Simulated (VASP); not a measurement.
Runs of VASP 6.6.1 on Y. The structure is that of space group Pm-3m (No. 221), or close to it. The cells are those of the table. This isn't the form of Y at room conditions, which is hcp.

| task | cell | gap on the mesh (eV) | pressure (GPa) |
| --- | --- | --- | --- |
| single point | a = 3.188 Å, 1 atom | none | 0.4 |
| relaxation of cell and atoms | relaxed from a = 3.310 Å, 1 atom | none | 0.0 |
| single point | a = 3.220 Å, 1 atom | none | (a) |
| relaxation of cell and atoms | relaxed from a = 3.204 Å, 1 atom | none | 0.0 |
| single point | a = 3.204 Å, 1 atom | none | 0.0 |

Alike in all rows: level PBEsol; potentials or basis VASP PAW PBE potentials, release 64 (Y_sv); no spin polarisation; k mesh 7 × 7 × 7; cutoff (eV) 500; smearing fermi-dirac 0.1 eV.

Question: Estimate the missing entries.

Answer: (a) -0.4.

Caveats: the PAW data sets were made with another functional, which shifts forces and pressure a little; the relaxation stopped at its first step, so nothing moved (at least some runs).

A k mesh can miss the band edges, and the runs leave out spin-orbit coupling on Y.

A gap of «none» marks levels without a gap at the run's occupations.
